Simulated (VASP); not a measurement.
A run of VASP 6.6.1 is set up as follows.

Contents of INCAR:

```
PREC = Accurate ; ENCUT = 520
EDIFF = 1E-6 ; ISMEAR = 0
SIGMA = 0.1 ; LREAL = False
LASPH = True ; NELM = 150
ALGO = Fast ; ISIF = 2
LWAVE = False ; LCHARG = False
ISPIN = 2 ; MAGMOM = 0 4.3
LORBIT = 11 ; LMAXMIX = 4
GGA = PE ; NBANDS = 20
```

KPOINTS

```
regular mesh
0
Gamma
  6 6 4
```

The input POSCAR:

```
NaCr
1.0
    3.1029087244      0.0000000000      0.0000000000
    0.0000000000      3.1029087244      0.0000000000
    0.0000000000      0.0000000000      5.1055322456
Na Cr
1 1
Direct
    0.5000000000      0.5000000000      0.5000000000
    0.0000000000      0.0000000000      0.0000000000
```

Potentials or basis: VASP PAW PBE potentials, release 64 (Na_pv, Cr_pv).

Launch:

```console
$ cat potpaw_PBE.64/Na_pv/POTCAR potpaw_PBE.64/Cr_pv/POTCAR > POTCAR
$ mpirun -np 1 vasp_std > vasp.out
```

Question: What does it give for the site moments?

Answer: Na -0.01; Cr +4.08 μB.

Question: Predict the net moment.

Answer: 4.80 μB per cell.

Question: What does it give for the pressure?

Answer: 0.0 GPa.
